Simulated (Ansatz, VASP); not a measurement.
## ZrN in VASP and in Ansatz

```
CELL_PARAMETERS angstrom
0.00000 2.26890 2.26890
2.26890 0.00000 2.26890
2.26890 2.26890 0.00000
ATOMIC_POSITIONS crystal
Zr 0.00000 0.00000 0.00000
N 0.50000 0.50000 0.50000
```

Change from the starting cell: volume scaled by 0.98.

Alike in both runs: task single point; functional PBE; k mesh 9 × 9 × 9; occupations fermi-dirac, width 0.01 eV; no spin polarisation.

|  | VASP | Ansatz |
| --- | --- | --- |
| version | VASP 6.6.1 | Ansatz 0.2.0 |
| potentials or method | VASP PAW PBE potentials, release 64 (Zr_sv, N), cutoff 600 eV | all-electron LAPW, scalar-relativistic |

VASP gave:

- pressure (GPa): 10.3

Q: What did Ansatz give for the same quantities?

A: Pressure (GPa): 10.1.

Ansatz ran all-electron here, and VASP with PAW potentials.
